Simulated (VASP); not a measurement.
A run of VASP 6.6.1 is set up as follows.

File POSCAR:

```
BiPt2Pb
1.0
    4.3626100000      0.0000000000      0.0000000000
   -2.1813100000      3.7781300000      0.0000000000
    0.0000000000      0.0000000000      5.5242200000
Bi Pt Pb
1 2 1
Direct
    0.3333333333      0.6666666667      0.0000000000
    0.0000000000      0.0000000000      0.2501900000
    0.0000000000      0.0000000000      0.7498100000
    0.6666666667      0.3333333333      0.5000000000
```

File INCAR.step1:

```
SYSTEM = BiPt2Pb
PREC = Accurate
ENCUT = 520
ISMEAR = -1
SIGMA = 0.1
LREAL = .FALSE.
LASPH = .TRUE.
NELM = 60
NBANDS = 32
GGA = PE
ALGO = Normal
EDIFF = 1E-4
LWAVE = .TRUE.
LCHARG = .FALSE.
```

INCAR.step2

```
SYSTEM = BiPt2Pb
PREC = Accurate
ENCUT = 520
EDIFF = 1E-6
ISMEAR = -1
SIGMA = 0.1
LREAL = .FALSE.
LASPH = .TRUE.
NELM = 60
ALGO = Normal
ISIF = 2
LWAVE = .FALSE.
LCHARG = .FALSE.
METAGGA = R2SCAN
LMIXTAU = .TRUE.
NBANDS = 32
ISTART = 1
```

Contents of KPOINTS:

```
regular mesh
0
G
  7 7 5
  0 0 0
```

Potentials or basis: VASP PAW PBE potentials, release 64 (Bi_d, Pt, Pb_d).

The run is started by

```bash
$ cat potpaw_PBE.64/Bi_d/POTCAR potpaw_PBE.64/Pt/POTCAR potpaw_PBE.64/Pb_d/POTCAR > POTCAR
$ cp INCAR.step1 INCAR
$ mpirun -np 1 vasp_std > vasp.out
$ cp INCAR.step2 INCAR
$ mpirun -np 1 vasp_std > vasp.out
```

**Question.** What does it give for the largest force?

**Answer.** 0.013 eV/Å.

**Question.** Estimate the pressure.

**Answer.** 0.0 GPa.

Stress tensor (GPa, compression positive):
```
-0.17  0.00  0.00
 0.00 -0.17  0.00
 0.00  0.00  0.27
```

Caveat: the PAW data sets were made with another functional, which shifts forces and pressure a little.
